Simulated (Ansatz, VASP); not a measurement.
MgB2: VASP beside Ansatz

```
Mg B
1.0
     6.17000    0.00000    0.00000
    -1.54250    2.67169    0.00000
     0.00000    0.00000    3.52300
Mg B
2 4
Cartesian
  0.0000 0.0000 0.0000
  3.0850 0.0000 0.0000
  0.0000 1.7811 1.7615
  3.0850 1.7811 1.7615
  1.5425 0.8906 1.7615
  4.6275 0.8906 1.7615
```

Alike in both runs: task electric field gradients; functional HSE06; k mesh 5 × 5 × 4; occupations fermi-dirac, width 0.05 eV; no spin polarisation.

|  | VASP | Ansatz |
| --- | --- | --- |
| version | VASP 6.6.1 | Ansatz 0.2.0 |
| potentials or method | VASP PAW PBE potentials, release 64 (Mg, B) | plane-wave PAW, scalar-relativistic |
| plane-wave cutoff (eV) | 520 | 420 |
| valence electrons in the cell | 16 | 32 |

Ansatz gave:

```
rms of the force components (eV/Å)                   : 0.047
size of Vzz on the site where it differs most (V/Å²) : 20.6
```

Problem. What did VASP give for the same quantities?

Solution. rms of the force components (eV/Å): 0.049; size of Vzz on the site where it differs most (V/Å²): 23.2.

Atom by atom the forces differ by 0.002 eV/Å (rms over components). VASP's potentials hold 16 valence electrons a cell and Ansatz's 32, so a difference there can come from the potentials and not from the codes. Ansatz's warnings: filled band counts differ across k points.

The k mesh is coarse, so the values compare programs but aren't converged.
